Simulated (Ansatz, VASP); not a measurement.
One calculation of Ag, two programs

```
Ag
1.0
     0.00000    2.07406    2.07406
     2.07406    0.00000    2.07406
     2.07406    2.07406    0.00000
Ag
1
Direct
  0.00000 0.00000 0.00000
```

Alike in both runs: functional PBE; k mesh 16 × 16 × 16; occupations fermi-dirac, width 0.08 eV; no spin polarisation.

Ansatz relaxed the structure, and its values are those at the end. VASP's run is a single point on that final structure, the one shown.

```csv
,VASP,Ansatz
version,VASP 6.6.1,Ansatz 0.2.0
potentials or method,"VASP PAW PBE potentials, release 64 (Ag)","PAW with Ansatz's default frozen-core files, scalar-relativistic"
plane-wave cutoff (eV),520,420
valence electrons in the cell,11,19
```

```csv
,VASP,Ansatz,Ansatz less VASP
pressure (GPa),-0.1,0.0,+0.11
```

The functional is the same, so the differences come from potentials, cutoffs and numerics. VASP's potentials hold 11 valence electrons a cell and Ansatz's 19, so a difference there can come from the potentials and not from the codes.
